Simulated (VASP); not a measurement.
# ZrSnTe4 (P4/mmm) in VASP: further runs

The runs below take ZrSnTe4 through relaxation of cell and atoms, single point, with PBE.

Program: VASP 6.6.1. These are calculated values, not measurements. Logs are shortened: lines on timing, memory, paths and dates and some standing lists are left out, and cuts for length are marked.

### 1 The cell of the first run

The structure is tetragonal, space group P4/mmm (No. 123). Conventional cell: a = 5.285 Å, b = 5.285 Å, c = 6.277 Å, α = 90.00°, β = 90.00°, γ = 90.00°. Within 3.5 Å of Zr (site symmetry 4/mmm) lie 6 Te at 2.64 to 3.14 Å. Within 3.5 Å of Sn (site symmetry 4/mmm) lie 6 Te at 2.64 to 3.14 Å. Te (site symmetry mmm) has 2 Zr at 2.64 Å and 2 Sn at 2.64 Å within 3.5 Å. Te (site symmetry 4/mmm) has 2 Zr at 3.14 Å and 12 Te at 3.74 to 4.10 Å within 4.2 Å. Within 4.2 Å of Te (site symmetry 4/mmm) lie 2 Sn at 3.14 Å and 12 Te at 3.74 to 4.10 Å.

The cell was generated, and may not be a known phase.

### 2 Relaxation of cell and atoms, PBE

File INCAR:

```
PREC     = Accurate       # precision mode
ENCUT    = 600            # plane-wave cutoff, eV
EDIFF    = 1E-7           # SCF threshold, eV
ISMEAR   = 0              # smearing method
SIGMA    = 0.1            # smearing width, eV
LREAL    = F              # projectors in reciprocal space
LASPH    = T              # aspherical terms in the spheres
NELM     = 60             # most SCF steps
ALGO     = Normal         # electronic algorithm
ISIF     = 3              # what is computed and relaxed
LWAVE    = F              # write WAVECAR
LCHARG   = F              # write CHGCAR
GGA      = PE             # functional
IBRION   = 2              # ionic algorithm
NSW      = 90             # ionic steps
EDIFFG   = -0.04          # ionic threshold
```

File KPOINTS:

```
Automatic mesh
0
Gamma
  4 4 4
```

File POSCAR:

```
ZrSnTe4
1.0
    5.2850860600      0.0000000000      0.0000000000
    0.0000000000      5.2850860600      0.0000000000
    0.0000000000      0.0000000000      6.2769008900
Zr Sn Te
1 1 4
Direct
    0.5000000000      0.5000000000      0.0000000000
    0.0000000000      0.0000000000      0.0000000000
    0.5000000000      0.0000000000      0.0000000000
    0.0000000000      0.5000000000      0.0000000000
    0.5000000000      0.5000000000      0.5000000000
    0.0000000000      0.0000000000      0.5000000000
```

Potentials or basis: VASP PAW PBE potentials, release 64 (Zr_sv, Sn_d, Te).

Run with:

```sh
cat potpaw_PBE.64/Zr_sv/POTCAR potpaw_PBE.64/Sn_d/POTCAR potpaw_PBE.64/Te/POTCAR > POTCAR
mpirun -np 1 vasp_std > vasp.out
```

OUTCAR:

```text
PREC = Accurate
   ENCUT = 600
   EDIFF = 1E-7
   ISMEAR = 0
   LREAL = F
   LASPH = T
   NELM = 60
   ISIF = 3
   GGA = PE
   IBRION = 2
   NSW = 90
   EDIFFG = -0.04

 ion  position               nearest neighbor table
   1  0.500  0.500  0.000-   3 2.64   4 2.64   3 2.64   4 2.64   5 3.14   5 3.14   2 3.74   2 3.74
                             2 3.74   2 3.74
   2  0.000  0.000  0.000-   3 2.64   4 2.64   4 2.64   3 2.64   6 3.14   6 3.14   1 3.74   1 3.74
                             1 3.74   1 3.74
   3  0.500  0.000  0.000-   1 2.64   2 2.64   1 2.64   2 2.64
   4  0.000  0.500  0.000-   1 2.64   2 2.64   2 2.64   1 2.64
   5  0.500  0.500  0.500-   1 3.14   1 3.14
   6  0.000  0.000  0.500-   2 3.14   2 3.14

  LATTYP: Found a simple tetragonal cell.
 ALAT       =     5.2850860600
 C/A-ratio  =     1.1876629479

  Lattice vectors:

 A1 = (   5.2850860600,   0.0000000000,   0.0000000000)
 A2 = (   0.0000000000,   5.2850860600,   0.0000000000)
 A3 = (   0.0000000000,   0.0000000000,   6.2769008900)

Analysis of symmetry for initial positions (statically):
=====================================================================
 Subroutine PRICEL returns:
 Original cell was already a primitive cell.

 Routine SETGRP: Setting up the symmetry group for a
 simple tetragonal supercell.

 Subroutine GETGRP returns: Found 16 space group operations
 (whereof 16 operations were pure point group operations)
 out of a pool of 16 trial point group operations.

The static configuration has the point symmetry D_4h.

Analysis of symmetry for dynamics (positions and initial velocities):
=====================================================================
 Subroutine PRICEL returns:
 Original cell was already a primitive cell.

 Routine SETGRP: Setting up the symmetry group for a
 simple tetragonal supercell.

 Subroutine GETGRP returns: Found 16 space group operations
 (whereof 16 operations were pure point group operations)
 out of a pool of 16 trial point group operations.

The dynamic configuration has the point symmetry D_4h.

 Subroutine INISYM returns: Found 16 space group operations
 (whereof 16 operations are pure point group operations),
 and found     1 'primitive' translations

----------------------------------------------------------------------------------------

                                     Primitive cell

  volume of cell :     175.3272

  direct lattice vectors                    reciprocal lattice vectors
     5.285086060  0.000000000  0.000000000     0.189211678  0.000000000  0.000000000
     0.000000000  5.285086060  0.000000000     0.000000000  0.189211678  0.000000000
     0.000000000  0.000000000  6.276900890     0.000000000  0.000000000  0.159314289

  length of vectors
     5.285086060  5.285086060  6.276900890     0.189211678  0.189211678  0.159314289

  position of ions in fractional coordinates (direct lattice)
     0.500000000  0.500000000  0.000000000
     0.000000000  0.000000000  0.000000000
     0.500000000  0.000000000  0.000000000
     0.000000000  0.500000000  0.000000000
     0.500000000  0.500000000  0.500000000
     0.000000000  0.000000000  0.500000000

  ion indices of the primitive-cell ions
   primitive index   ion index
                 1           1
                 2           2
                 3           3
                 4           4
                 5           5
                 6           6

----------------------------------------------------------------------------------------

 KPOINTS: Automatic mesh

Automatic generation of k-mesh.
 Grid dimensions read from file:
 generate k-points for:    4    4    4

 Generating k-lattice:

  Cartesian coordinates                     Fractional coordinates (reciprocal lattice)
     0.047302919  0.000000000  0.000000000     0.250000000  0.000000000  0.000000000
     0.000000000  0.047302919  0.000000000     0.000000000  0.250000000  0.000000000
     0.000000000  0.000000000  0.039828572     0.000000000  0.000000000  0.250000000

  Length of vectors
     0.047302919  0.047302919  0.039828572

  Shift w.r.t. Gamma in fractional coordinates (k-lattice)
     0.000000000  0.000000000  0.000000000

 Subroutine IBZKPT returns following result:
 ===========================================

 Found     18 irreducible k-points:

 Following reciprocal coordinates:
            Coordinates               Weight
  0.000000  0.000000  0.000000      1.000000
  0.250000  0.000000  0.000000      4.000000
  0.500000  0.000000  0.000000      2.000000
  0.250000  0.250000  0.000000      4.000000
  0.500000  0.250000  0.000000      4.000000
  0.500000  0.500000  0.000000      1.000000
[... 10 lines left out ...]
  0.500000  0.250000  0.500000      4.000000
  0.500000  0.500000  0.500000      1.000000
   k-points           NKPTS =     18   k-points in BZ     NKDIM =     18   number of bands    NBANDS=     30
   number of dos      NEDOS =    301   number of ions     NIONS =      6
   total plane-waves  NPLWV =  88200
   dimension x,y,z NGX =    42 NGY =   42 NGZ =   50
   dimension x,y,z NGXF=    84 NGYF=   84 NGZF=  100
   ions per type =               1   1   4
   NGX,Y,Z   is equivalent  to a cutoff of  13.21, 13.21, 13.24 a.u.
   NGXF,Y,Z  is equivalent  to a cutoff of  26.42, 26.42, 26.49 a.u.
 SYSTEM =  unknown system
   PREC   = accura    normal or accurate (medium, high low for compatibility)
   ISTART =      0    job   : 0-new  1-cont  2-samecut
   ICHARG =      2    charge: 1-file 2-atom 10-const
   ISPIN  =      1    spin polarized calculation?
   LNONCOLLINEAR =      F non collinear calculations
   LSORBIT =      F    spin-orbit coupling
   LASPH  =      T    aspherical Exc in radial PAW
   ENCUT  =  600.0 eV  44.10 Ry    6.64 a.u.  10.56 10.56 12.54*2*pi/ulx,y,z
   NELM   =     60;   NELMIN=  2; NELMDL= -5     # of ELM steps
   EDIFF  = 0.1E-06   stopping-criterion for ELM
   LREAL  =      F    real-space projection
   EDIFFG = -.4E-01   stopping-criterion for IOM
   NSW    =     90    number of steps for IOM
   IBRION =      2    ionic relax: 0-MD 1-quasi-New 2-CG
   NFREE  =      1    steps in history (QN), initial steepest desc. (CG)
   ISIF   =      3    stress and relaxation
   ISYM   =      2    0-nonsym 1-usesym 2-fastsym
   POTIM  = 0.5000    time-step for ionic-motion
   TEBEG  =    0.0;   TEEND  =   0.0 temperature during run
   PSTRESS=    0.0 pullay stress
   NELECT =      50.0000    total number of electrons
   NUPDOWN=      -1.0000    fix difference up-down
   EMIN   =  10.00;   EMAX   =-10.00  energy-range for DOS
   EFERMI =   0.00;   METHOD = LEGACY
   ISMEAR =     0;   SIGMA  =   0.10  broadening in eV -4-tet -1-fermi 0-gaus
   EFERMI_NEDOS =   21; number of points for ismear=-14 and -15
   IALGO  =     38    algorithm
   IMIX   =      4    mixing-type and parameters
     AMIX     =   0.40;   BMIX     =  1.00
     AMIX_MAG =   1.60;   BMIX_MAG =  1.00
  volume/ion in A,a.u.               =      29.22       197.19
  Fermi-wavevector in a.u.,A,eV,Ry     =   1.077577  2.036326 15.798711  1.161172
  Thomas-Fermi vector in A             =   2.213493
   LORBIT       =      0    0 simple, 1 ext, 2 COOP (PROOUT), +10 PAW based schemes
   GGA     = PE    functional components
   LHFCALC =     F    Hartree Fock is set to
   AEXX    =    0.0000 exact exchange contribution
   IVDW    =     0    specifies the selected vdW correction
   LEPSILON=     F    determine dielectric tensor
   LRPA    =     F    only Hartree local field effects (RPA)
 conjugate gradient relaxation of ions
 non-spin polarized calculation
 Gauss-broadening in eV      SIGMA  =   0.10
  energy-cutoff  :      600.00
  volume of cell :      175.33
 maximum number of plane-waves:      5909
   NGX = 21   NGY = 21   NGZ = 25

--------------------------------------- Ionic step        1  -------------------------------------------

 number of electron      50.0000012 magnetization

 Free energy of the ion-electron system (eV)
  ---------------------------------------------------
  ext. energy  EPLUGINS =         0.00000000
  ---------------------------------------------------
  free energy    TOTEN  =       -23.02695380 eV

  energy without entropy =      -23.00673261  energy(sigma->0) =      -23.01684320

------------------------ aborting loop because EDIFF is reached ----------------------------------------

  FORCE on cell =-STRESS in cart. coord.  units (eV):
  Direction    XX          YY          ZZ          XY          YZ          ZX
  --------------------------------------------------------------------------------------
  -------------------------------------------------------------------------------------
  Total       25.1772979     25.1772979     -2.7740245      0.0000000     -0.0000000      0.0000000
  in kB      230.0754619    230.0754619    -25.3496214      0.0000000     -0.0000000      0.0000000
  external PRESSURE =     144.9337674 kB  Pullay stress =       0.0000000 kB
[... 25 lines left out ...]
  energy  without entropy=      -23.0067326106  energy(sigma->0) =      -23.01684320

--------------------------------------- Ionic step        2  -------------------------------------------

 number of electron      50.0000013 magnetization

 E-fermi :   3.2634     XC(G=0):  -8.2061

 val. band max:        3.2632575617   @ k =   0.2500   0.0000   0.5000
 cond. band min:       3.2741785461   @ k =   0.5000   0.0000   0.5000
 fundamental gap:      0.0109209844
 Fermi energy:         3.2634420573

 k-point     1 :       0.0000    0.0000    0.0000
  band No.  band energies     occupation
      1     -47.2652      2.00000
      2     -25.2291      2.00000
      3     -25.2291      2.00000
      4     -25.0943      2.00000
      5     -18.3042      2.00000
      6     -18.2905      2.00000
[... 656 lines left out ...]
  FREE ENERGIE OF THE ION-ELECTRON SYSTEM (eV)
  ---------------------------------------------------
  free  energy   TOTEN  =       -25.3829192052 eV

  energy  without entropy=      -25.3484751279  energy(sigma->0) =      -25.36569717

[... ionic steps 4 to 7 ...]

--------------------------------------- Ionic step        8  -------------------------------------------

 number of electron      50.0000021 magnetization

------------------------ aborting loop because EDIFF is reached ----------------------------------------

  FORCE on cell =-STRESS in cart. coord.  units (eV):
  Direction    XX          YY          ZZ          XY          YZ          ZX
  --------------------------------------------------------------------------------------
  -------------------------------------------------------------------------------------
  Total        0.1413348      0.1413348      0.6220051      0.0000000      0.0000000      0.0000000
  in kB        1.1115298      1.1115298      4.8917700      0.0000000      0.0000000      0.0000000
  external PRESSURE =       2.3716099 kB  Pullay stress =       0.0000000 kB
[... 65 lines left out ...]
  energy  without entropy=      -25.7715933251  energy(sigma->0) =      -25.78456554

--------------------------------------- Ionic step       10  -------------------------------------------

 number of electron      50.0000021 magnetization

 Free energy of the ion-electron system (eV)
  ---------------------------------------------------
  ext. energy  EPLUGINS =         0.00000000
  ---------------------------------------------------
  free energy    TOTEN  =       -25.79785453 eV

  energy without entropy =      -25.77207214  energy(sigma->0) =      -25.78496334

 E-fermi :   5.1149     XC(G=0):  -9.0129

 val. band max:        5.0976713928   @ k =   0.2500   0.0000   0.5000
 cond. band min:       5.1428342792   @ k =   0.5000   0.0000   0.5000
 fundamental gap:      0.0451628864
 Fermi energy:         5.1149059242

 k-point     1 :       0.0000    0.0000    0.0000
  band No.  band energies     occupation
      1     -44.8315      2.00000
      2     -22.8609      2.00000
      3     -22.8609      2.00000
      4     -22.7682      2.00000
      5     -16.5447      2.00000
      6     -16.5092      2.00000
[... 616 lines left out ...]
  FREE ENERGIE OF THE ION-ELECTRON SYSTEM (eV)
  ---------------------------------------------------
  free  energy   TOTEN  =       -25.7978545334 eV

  energy  without entropy=      -25.7720721380  energy(sigma->0) =      -25.78496334

 reached required accuracy - stopping structural energy minimisation
```

It took 26 min on 1 thread of Intel Xeon 8259CL, shared host; peak memory 0.36 GiB.

Results:

| Quantity | Value |
| --- | --- |
| Free energy | -25.7979 eV |
| Relaxed volume | 34.10 Å³/atom |
| Relaxed cell | a = 5.999 Å, b = 5.999 Å, c = 5.684 Å, α = 90.00°, β = 90.00°, γ = 90.00° |
| Space group after relaxing (to 0.1 Å) | P4/mmm (No. 123) |
| Energy gained by relaxing | 461.8 meV/atom |
| Ionic steps | 10 |
| Pressure after relaxing | 0.0 GPa |
| Band gap on the k mesh | zero (bands 25 and 26 overlap by 0.64 eV) |

The path:
```tsv
step	energy change (eV)	largest force (eV/Å)	pressure (GPa)	volume (Å³)
1	0.0000	0.0000	14.49	175.33
2	-1.8104	0.0000	-5.73	247.84
3	-2.3560	0.0000	-1.99	215.25
4	-2.6963	0.0000	-0.41	205.34
5	-2.7558	0.0000	0.95	200.21
6	-2.7562	0.0000	0.81	200.65
7	-2.7691	0.0000	0.11	204.47
8	-2.7699	0.0000	0.24	203.72
9	-2.7706	0.0000	-0.12	205.07
10	-2.7709	0.0000	0.01	204.59
```

Final structure:
```yaml
crystal:
  lattice:
    - [5.99934, 0.00000, 0.00000]
    - [0.00000, 5.99934, 0.00000]
    - [0.00000, 0.00000, 5.68425]
  atoms:
    - { symbol: Zr, position: [0.50000, 0.50000, 0.00000] }
    - { symbol: Sn, position: [0.00000, 0.00000, 0.00000] }
    - { symbol: Te, position: [0.50000, 0.00000, 0.00000] }
    - { symbol: Te, position: [0.00000, 0.50000, 0.00000] }
    - { symbol: Te, position: [0.50000, 0.50000, 0.50000] }
    - { symbol: Te, position: [0.00000, 0.00000, 0.50000] }
```

Caveat: the volume moved by over 15 % at a fixed basis, so the end points are rough; spin-orbit coupling is left out, which moves the levels of the heavy elements.

### 3 Single point, PBE

This run uses another cell than the first one, of 34.19 Å³/atom.

File INCAR:

```
  PREC = Accurate
  ENCUT = 520
  EDIFF = 1E-6
  ISMEAR = 0
  SIGMA = 0.1
  LREAL = F
  LASPH = T
  NELM = 80
  ALGO = Normal
  ISIF = 2
  LWAVE = F
  LCHARG = F
  GGA = PE
  NBANDS = 34
```

File KPOINTS:

```
Automatic mesh
0
Gamma
  6 6 8
```

Changes to POSCAR since step 2:

```diff
@@ -2,5 +2,5 @@
 1.0
-    5.2850860600      0.0000000000      0.0000000000
-    0.0000000000      5.2850860600      0.0000000000
-    0.0000000000      0.0000000000      6.2769008900
+    5.9957119293      0.0000000000      0.0000000000
+    0.0000000000      5.9957119293      0.0000000000
+    0.0000000000      0.0000000000      5.7058240978
 Zr Sn Te
```

Potentials or basis: VASP PAW PBE potentials, release 64 (Zr_sv, Sn_d, Te).

Run with:

```sh
cat potpaw_PBE.64/Zr_sv/POTCAR potpaw_PBE.64/Sn_d/POTCAR potpaw_PBE.64/Te/POTCAR > POTCAR
mpirun -np 1 vasp_std > vasp.out
```

It took 7.1 min on 1 thread of Intel Xeon 8259CL, shared host; peak memory 0.5 GiB.

Results (log left out):

```yaml
Free_energy: -25.7694 eV
Pressure: 0.0 GPa
Band_gap_on_the_k_mesh: zero (bands 25 and 26 overlap by 0.58 eV)
```

Levels at points of the mesh, in eV from the Fermi level:
| k point | band 22 | band 23 | band 24 | band 25 | band 26 | band 27 | band 28 | band 29 |
| --- | --- | --- | --- | --- | --- | --- | --- | --- |
| (0.00, 0.00, 0.00) | -0.89 | -0.89 | -0.10 | 0.05 | 0.17 | 0.17 | 0.41 | 0.41 |
| (0.50, 0.00, 0.00) | -1.18 | -0.61 | -0.37 | -0.36 | 0.09 | 0.21 | 1.00 | 1.14 |
| (0.50, 0.50, 0.00) | -1.88 | -1.15 | -0.52 | -0.24 | -0.24 | 1.51 | 1.51 | 1.88 |
| (0.00, 0.00, 0.50) | -1.78 | -1.34 | -0.46 | -0.46 | -0.07 | 0.94 | 1.16 | 1.84 |
| (0.50, 0.00, 0.50) | -1.03 | -1.00 | 0.02 | 0.33 | 0.90 | 0.97 | 1.56 | 1.84 |
| (0.50, 0.50, 0.50) | -0.26 | -0.26 | 0.34 | 0.34 | 0.91 | 0.91 | 1.07 | 1.77 |

Caveat: spin-orbit coupling is left out, which moves the levels of the heavy elements.

The gap in the log of VASP goes by the Fermi energy; the results here count the filled bands.